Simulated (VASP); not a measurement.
# IrRu2 (Fd-3m) in VASP: further runs

The runs below take IrRu2 through single point, relaxation of cell and atoms, with PBE.

Program: VASP 6.6.1. These are calculated values, not measurements. Logs are shortened: lines on timing, memory, paths and dates and some standing lists are left out, and cuts for length are marked.

### Step 1. The cell of the first run

Symmetry: Fd-3m, No. 227, cubic system. Conventional cell: a = 7.075 Å, b = 7.075 Å, c = 7.075 Å, α = 90.00°, β = 90.00°, γ = 90.00°. Ru (site symmetry -3m) has 6 Ru at 2.50 Å and 6 Ir at 2.93 Å within 3.3 Å. Ir (site symmetry -43m) has 12 Ru at 2.93 Å and 4 Ir at 3.06 Å within 3.9 Å.

### Step 2. Single point, PBE

The input, INCAR:

```
PREC = Accurate
ENCUT = 520
EDIFF = 1E-7
ISMEAR = 0
SIGMA = 0.1
LREAL = F
LASPH = T
NELM = 80
ALGO = Fast
ISIF = 2
LWAVE = F
LCHARG = F
GGA = PE
NBANDS = 46
```

The input, KPOINTS:

```
Automatic mesh
0
Gamma
  10 10 10
```

The input, POSCAR:

```
IrRu2
1.0
    0.0000000000      3.5374908731      3.5374908731
    3.5374908731      0.0000000000      3.5374908731
    3.5374908731      3.5374908731      0.0000000000
Ru Ir
4 2
Direct
    0.1250000000      0.1250000000      0.1250000000
    0.6250000000      0.1250000000      0.1250000000
    0.1250000000      0.1250000000      0.6250000000
    0.1250000000      0.6250000000      0.1250000000
    0.5000000000      0.5000000000      0.5000000000
    0.7500000000      0.7500000000      0.7500000000
```

Potentials or basis: VASP PAW PBE potentials, release 64 (Ru_pv, Ir).

Command:

```bash
$ cat potpaw_PBE.64/Ru_pv/POTCAR potpaw_PBE.64/Ir/POTCAR > POTCAR
$ mpirun -np 1 vasp_std > vasp.out
```

OUTCAR:

```text
PREC = Accurate
   ENCUT = 520
   EDIFF = 1E-7
   ISMEAR = 0
   LREAL = F
   LASPH = T
   NELM = 80
   ISIF = 2
   GGA = PE

 ion  position               nearest neighbor table
   1  0.125  0.125  0.125-   2 2.50   3 2.50   4 2.50   3 2.50   4 2.50   2 2.50   6 2.93   5 2.93
                             6 2.93   5 2.93   6 2.93   5 2.93
   2  0.625  0.125  0.125-   1 2.50   3 2.50   4 2.50   1 2.50   3 2.50   4 2.50   5 2.93   6 2.93
                             5 2.93   5 2.93   6 2.93   6 2.93
   3  0.125  0.125  0.625-   1 2.50   1 2.50   2 2.50   4 2.50   4 2.50   2 2.50   6 2.93   5 2.93
                             6 2.93   5 2.93   6 2.93   5 2.93
   4  0.125  0.625  0.125-   1 2.50   3 2.50   1 2.50   2 2.50   3 2.50   2 2.50   5 2.93   6 2.93
                             5 2.93   6 2.93   6 2.93   5 2.93
   5  0.500  0.500  0.500-   1 2.93   3 2.93   4 2.93   1 2.93   2 2.93   3 2.93   1 2.93   2 2.93
                             4 2.93   2 2.93   3 2.93   4 2.93   6 3.06   6 3.06   6 3.06   6 3.06
   6  0.750  0.750  0.750-   2 2.93   3 2.93   4 2.93   1 2.93   2 2.93   4 2.93   1 2.93   2 2.93
                             3 2.93   1 2.93   3 2.93   4 2.93   5 3.06   5 3.06   5 3.06   5 3.06

  LATTYP: Found a face centered cubic cell.
 ALAT       =     7.0749817462

  Lattice vectors:

 A1 = (   0.0000000000,   3.5374908731,   3.5374908731)
 A2 = (   3.5374908731,   0.0000000000,   3.5374908731)
 A3 = (   3.5374908731,   3.5374908731,   0.0000000000)

Analysis of symmetry for initial positions (statically):
=====================================================================
 Subroutine PRICEL returns:
 Original cell was already a primitive cell.

 Routine SETGRP: Setting up the symmetry group for a
 face centered cubic supercell.

 Subroutine GETGRP returns: Found 48 space group operations
 (whereof 24 operations were pure point group operations)
 out of a pool of 48 trial point group operations.

The static configuration has the point symmetry T_d .
 The point group associated with its full space group is O_h .

Analysis of symmetry for dynamics (positions and initial velocities):
=====================================================================
 Subroutine PRICEL returns:
 Original cell was already a primitive cell.

 Routine SETGRP: Setting up the symmetry group for a
 face centered cubic supercell.

 Subroutine GETGRP returns: Found 48 space group operations
 (whereof 24 operations were pure point group operations)
 out of a pool of 48 trial point group operations.

The dynamic configuration has the point symmetry T_d .
 The point group associated with its full space group is O_h .

 Subroutine INISYM returns: Found 48 space group operations
 (whereof 24 operations are pure point group operations),
 and found     1 'primitive' translations

----------------------------------------------------------------------------------------

                                     Primitive cell

  volume of cell :      88.5352

  direct lattice vectors                    reciprocal lattice vectors
     0.000000000  3.537490873  3.537490873    -0.141343121  0.141343121  0.141343121
     3.537490873  0.000000000  3.537490873     0.141343121 -0.141343121  0.141343121
     3.537490873  3.537490873  0.000000000     0.141343121  0.141343121 -0.141343121

  length of vectors
     5.002767570  5.002767570  5.002767570     0.244813467  0.244813467  0.244813467

  position of ions in fractional coordinates (direct lattice)
     0.125000000  0.125000000  0.125000000
     0.625000000  0.125000000  0.125000000
     0.125000000  0.125000000  0.625000000
     0.125000000  0.625000000  0.125000000
     0.500000000  0.500000000  0.500000000
     0.750000000  0.750000000  0.750000000

  ion indices of the primitive-cell ions
   primitive index   ion index
                 1           1
                 2           2
                 3           3
                 4           4
                 5           5
                 6           6

----------------------------------------------------------------------------------------

 KPOINTS: Automatic mesh

Automatic generation of k-mesh.
 Grid dimensions read from file:
 generate k-points for:   10   10   10

 Generating k-lattice:

  Cartesian coordinates                     Fractional coordinates (reciprocal lattice)
    -0.014134312  0.014134312  0.014134312     0.100000000  0.000000000  0.000000000
     0.014134312 -0.014134312  0.014134312     0.000000000  0.100000000  0.000000000
     0.014134312  0.014134312 -0.014134312     0.000000000  0.000000000  0.100000000

  Length of vectors
     0.024481347  0.024481347  0.024481347

  Shift w.r.t. Gamma in fractional coordinates (k-lattice)
     0.000000000  0.000000000  0.000000000

 Subroutine IBZKPT returns following result:
 ===========================================

 Found     47 irreducible k-points:

 Following reciprocal coordinates:
            Coordinates               Weight
  0.000000  0.000000  0.000000      1.000000
  0.100000  0.000000  0.000000      8.000000
  0.200000  0.000000  0.000000      8.000000
  0.300000  0.000000  0.000000      8.000000
  0.400000  0.000000  0.000000      8.000000
  0.500000  0.000000  0.000000      4.000000
[... 16 lines left out ...]
  0.300000  0.300000  0.000000      6.000000
  0.400000  0.300000  0.000000     24.000000
 [... further k-points ...]
   k-points           NKPTS =     47   k-points in BZ     NKDIM =     47   number of bands    NBANDS=     46
   number of dos      NEDOS =    301   number of ions     NIONS =      6
   total plane-waves  NPLWV =  64000
   dimension x,y,z NGX =    40 NGY =   40 NGZ =   40
   dimension x,y,z NGXF=    80 NGYF=   80 NGZF=   80
   ions per type =               4   2
   NGX,Y,Z   is equivalent  to a cutoff of  13.29, 13.29, 13.29 a.u.
   NGXF,Y,Z  is equivalent  to a cutoff of  26.58, 26.58, 26.58 a.u.
 SYSTEM =  unknown system
   PREC   = accura    normal or accurate (medium, high low for compatibility)
   ISTART =      0    job   : 0-new  1-cont  2-samecut
   ICHARG =      2    charge: 1-file 2-atom 10-const
   ISPIN  =      1    spin polarized calculation?
   LNONCOLLINEAR =      F non collinear calculations
   LSORBIT =      F    spin-orbit coupling
   LASPH  =      T    aspherical Exc in radial PAW
   ENCUT  =  520.0 eV  38.22 Ry    6.18 a.u.   9.30  9.30  9.30*2*pi/ulx,y,z
   NELM   =     80;   NELMIN=  2; NELMDL= -5     # of ELM steps
   EDIFF  = 0.1E-06   stopping-criterion for ELM
   LREAL  =      F    real-space projection
   EDIFFG = 0.1E-05   stopping-criterion for IOM
   NSW    =      0    number of steps for IOM
   IBRION =     -1    ionic relax: 0-MD 1-quasi-New 2-CG
   NFREE  =      0    steps in history (QN), initial steepest desc. (CG)
   ISIF   =      2    stress and relaxation
   ISYM   =      2    0-nonsym 1-usesym 2-fastsym
   POTIM  = 0.5000    time-step for ionic-motion
   TEBEG  =    0.0;   TEEND  =   0.0 temperature during run
   PSTRESS=    0.0 pullay stress
   NELECT =      74.0000    total number of electrons
   NUPDOWN=      -1.0000    fix difference up-down
   EMIN   =  10.00;   EMAX   =-10.00  energy-range for DOS
   EFERMI =   0.00;   METHOD = LEGACY
   ISMEAR =     0;   SIGMA  =   0.10  broadening in eV -4-tet -1-fermi 0-gaus
   EFERMI_NEDOS =   21; number of points for ismear=-14 and -15
   IALGO  =     68    algorithm
   IMIX   =      4    mixing-type and parameters
     AMIX     =   0.40;   BMIX     =  1.00
     AMIX_MAG =   1.60;   BMIX_MAG =  1.00
  volume/ion in A,a.u.               =      14.76        99.58
  Fermi-wavevector in a.u.,A,eV,Ry     =   1.542103  2.914152 32.355770  2.378082
  Thomas-Fermi vector in A             =   2.647955
   LORBIT       =      0    0 simple, 1 ext, 2 COOP (PROOUT), +10 PAW based schemes
   GGA     = PE    functional components
   LHFCALC =     F    Hartree Fock is set to
   AEXX    =    0.0000 exact exchange contribution
   IVDW    =     0    specifies the selected vdW correction
   LEPSILON=     F    determine dielectric tensor
   LRPA    =     F    only Hartree local field effects (RPA)
 non-spin polarized calculation
 RMM-DIIS sequential band-by-band and
 Gauss-broadening in eV      SIGMA  =   0.10
  energy-cutoff  :      520.00
  volume of cell :       88.54
 maximum number of plane-waves:      2421
 NGX is ok and might be reduce to    40
   NGX = 19   NGY = 19   NGZ = 19

 number of electron      73.9999996 magnetization

 Free energy of the ion-electron system (eV)
  ---------------------------------------------------
  ext. energy  EPLUGINS =         0.00000000
  ---------------------------------------------------
  free energy    TOTEN  =       -50.85606497 eV

  energy without entropy =      -50.80565970  energy(sigma->0) =      -50.83086233

 E-fermi :  10.9130     XC(G=0): -13.6079

 val. band max:       10.9101289272   @ k =   0.2000   0.2000   0.0000
 cond. band min:      10.9133865984   @ k =  -0.4000   0.3000   0.1000
 fundamental gap:      0.0032576711
 Fermi energy:        10.9129640266

 k-point     1 :       0.0000    0.0000    0.0000
  band No.  band energies     occupation
      1     -33.6001      2.00000
      2     -32.6773      2.00000
      3     -32.6773      2.00000
      4     -32.6773      2.00000
      5     -32.3664      2.00000
      6     -32.3664      2.00000
[... 38 lines left out ...]
     45      15.5982      0.00000
     46      15.5990      0.00000

 k-point     2 :       0.1000    0.0000    0.0000
  band No.  band energies     occupation
      1     -33.5749      2.00000
      2     -32.6728      2.00000
      3     -32.6659      2.00000
      4     -32.6659      2.00000
      5     -32.3607      2.00000
      6     -32.3607      2.00000
[... 38 lines left out ...]
     45      14.9003      0.00000
     46      15.7820      0.00000

 k-point     3 :       0.2000    0.0000    0.0000
  band No.  band energies     occupation
      1     -33.5057      2.00000
      2     -32.6569      2.00000
      3     -32.6357      2.00000
      4     -32.6357      2.00000
      5     -32.3410      2.00000
      6     -32.3410      2.00000
[... 1018 lines left out ...]
     45      14.4395      0.00000
     46      14.8236      0.00000

 k-point    24 :       0.4000    0.3000    0.0000
  band No.  band energies     occupation
      1     -33.2252      2.00000
      2     -32.7679      2.00000
      3     -32.4498      2.00000
      4     -32.4493      2.00000
      5     -32.3245      2.00000
      6     -32.2000      2.00000
[... 38 lines left out ...]
     45      13.6881      0.00000
     46      14.8059      0.00000

 [... further k-points ...]

------------------------ aborting loop because EDIFF is reached ----------------------------------------

  FORCE on cell =-STRESS in cart. coord.  units (eV):
  Direction    XX          YY          ZZ          XY          YZ          ZX
  --------------------------------------------------------------------------------------
  -------------------------------------------------------------------------------------
  Total        0.0742185      0.0742185      0.0742185      0.0000000      0.0000000      0.0000000
  in kB        1.3430950      1.3430950      1.3430950      0.0000000      0.0000000      0.0000000
  external PRESSURE =       1.3430950 kB  Pullay stress =       0.0000000 kB

 VOLUME and BASIS-vectors are now :
 -----------------------------------------------------------------------------
  energy-cutoff  :      520.00
  volume of cell :       88.54
      direct lattice vectors                 reciprocal lattice vectors
     0.000000000  3.537490873  3.537490873    -0.141343121  0.141343121  0.141343121
     3.537490873  0.000000000  3.537490873     0.141343121 -0.141343121  0.141343121
     3.537490873  3.537490873  0.000000000     0.141343121  0.141343121 -0.141343121

 POSITION                                       TOTAL-FORCE (eV/Angst)
 -----------------------------------------------------------------------------------
      0.88437      0.88437      0.88437         0.000000      0.000000     -0.000000
      0.88437      2.65312      2.65312         0.000000     -0.000000     -0.000000
      2.65312      2.65312      0.88437         0.000000     -0.000000     -0.000000
      2.65312      0.88437      2.65312         0.000000      0.000000     -0.000000
      3.53749      3.53749      3.53749         0.000000      0.000000      0.000000
      5.30624      5.30624      5.30624        -0.000000     -0.000000     -0.000000
 -----------------------------------------------------------------------------------
    total drift:                                0.000000     -0.000000      0.000000

  FREE ENERGIE OF THE ION-ELECTRON SYSTEM (eV)
  ---------------------------------------------------
  free  energy   TOTEN  =       -50.8560649653 eV

  energy  without entropy=      -50.8056596978  energy(sigma->0) =      -50.83086233
```

It took 7.4 min on 1 thread of Intel Xeon 8259CL, shared host; peak memory 0.34 GiB.

Results:

```
Free energy            : -50.8561 eV
Pressure               : 0.1 GPa
Band gap on the k mesh : zero (bands 37 and 38 overlap by 0.80 eV)
```

Caveat: spin-orbit coupling is left out, which moves the levels of the heavy elements.

### Step 3. Relaxation of cell and atoms, PBE

The input, INCAR:

```
SYSTEM = IrRu2
PREC = Accurate
ENCUT = 600
EDIFF = 1E-6
ISMEAR = 0
SIGMA = 0.1
LREAL = .FALSE.
LASPH = .TRUE.
NELM = 80
ALGO = Fast
ISIF = 3
LWAVE = .FALSE.
LCHARG = .FALSE.
GGA = PE
IBRION = 2
NSW = 100
EDIFFG = -0.01
```

The input, KPOINTS:

```
regular mesh
0
G
  10 10 10
  0 0 0
```

POSCAR, as its differences from that of step 2:

```diff
@@ -2,5 +2,5 @@
 1.0
-    0.0000000000      3.5374908731      3.5374908731
-    3.5374908731      0.0000000000      3.5374908731
-    3.5374908731      3.5374908731      0.0000000000
+    0.0000000000      3.5359232342      3.5359232342
+    3.5359232342      0.0000000000      3.5359232342
+    3.5359232342      3.5359232342      0.0000000000
 Ru Ir
```

Potentials or basis: VASP PAW PBE potentials, release 64 (Ru_pv, Ir).

Command:

```bash
$ cat potpaw_PBE.64/Ru_pv/POTCAR potpaw_PBE.64/Ir/POTCAR > POTCAR
$ mpirun -np 1 vasp_std > vasp.out
```

Wall time 14 min (1 thread of Intel Xeon 8259CL, shared host); peak memory 0.37 GiB.

The run converged. Its results:

| Property | Result |
| --- | --- |
| Free energy | -50.8556 eV |
| Relaxed volume | 14.76 Å³/atom |
| Relaxed cell | a = 5.003 Å, b = 5.003 Å, c = 5.003 Å, α = 60.00°, β = 60.00°, γ = 60.00° |
| Space group after relaxing (to 0.1 Å) | Fd-3m (No. 227) |
| Energy gained by relaxing | 0.0 meV/atom |
| Ionic steps | 3 |
| Pressure after relaxing | 0.0 GPa |
| Band gap on the k mesh | zero (bands 37 and 38 overlap by 0.80 eV) |

The path:
```
step  energy change (eV)  largest force (eV/Å)  pressure (GPa)  volume (Å³)
   1              0.0000                0.0000            0.49        88.42
   2              0.0015                0.0000           -1.31        89.00
   3             -0.0002                0.0000            0.00        88.57
```

Final structure:
```cif
data_structure
_symmetry_space_group_name_H-M 'P 1'
_symmetry_Int_Tables_number 1
_cell_length_a 5.0034
_cell_length_b 5.0034
_cell_length_c 5.0034
_cell_angle_alpha 60.000
_cell_angle_beta 60.000
_cell_angle_gamma 60.000
_cell_volume 88.57
loop_
_atom_site_label
_atom_site_type_symbol
_atom_site_fract_x
_atom_site_fract_y
_atom_site_fract_z
_atom_site_occupancy
Ru1 Ru 0.12500 0.12500 0.12500 1
Ru2 Ru 0.62500 0.12500 0.12500 1
Ru3 Ru 0.12500 0.12500 0.62500 1
Ru4 Ru 0.12500 0.62500 0.12500 1
Ir1 Ir 0.50000 0.50000 0.50000 1
Ir2 Ir 0.75000 0.75000 0.75000 1
```

Levels at points of the mesh, in eV from the Fermi level:
```
           k point  band 33  band 34  band 35  band 36  band 37  band 38  band 39  band 40  band 41  band 42
(0.00, 0.00, 0.00)    -0.26    -0.26    -0.26     0.50     0.50     0.50     1.12     1.12     1.75     2.82
(0.50, 0.00, 0.00)    -1.30    -1.00    -1.00    -0.43    -0.40     0.01     0.01     0.60     0.60     1.12
(0.50, 0.50, 0.00)    -0.88    -0.88    -0.79    -0.79    -0.08    -0.08    -0.02    -0.02     0.20     0.20
```

Caveat: spin-orbit coupling is left out, which moves the levels of the heavy elements.
